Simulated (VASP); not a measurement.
# BN: phonons with r2SCAN

The system is BN.

```
CELL_PARAMETERS angstrom
2.54397 0.00000 0.00000
-1.27198 2.20314 0.00000
0.00000 0.00000 4.20774
ATOMIC_POSITIONS crystal
B 0.66667 0.33333 0.99980
B 0.33333 0.66667 0.49980
N 0.66667 0.33333 0.62520
N 0.33333 0.66667 0.12520
```

```
Program                : VASP 6.6.1
Task                   : phonons
Functional             : r2SCAN
Potentials or basis    : VASP PAW PBE potentials, release 64 (B, N)
Cutoff                 : 520 eV
k mesh                 : 12 × 12 × 6
Occupations            : gaussian, width 0.05 eV
Spin                   : no spin polarisation
Dipole correction      : no
Further INCAR settings : ALGO = Normal; EDIFF = 1e-08; NBANDS = 16; IBRION = 6; POTIM = 0.015; NSW = 1
```

```
Highest phonon frequency at Γ, LO-TO splitting left out : 1145 cm⁻¹
```

Phonon frequencies in cm⁻¹ (negative: imaginary):
| q point | frequencies |
| --- | --- |
| (0.000, 0.000, 0.000) | 0 0 0 486 486 954 954 978 1025 1058 1058 1145 |

Wall time 28 min on 1 thread of Intel(R) Xeon(R) Platinum 8488C (Sapphire Rapids), with other jobs on the host, peak memory 0.34 GiB.

Caveat: the cell stands under pressure or tension, which shifts response properties.
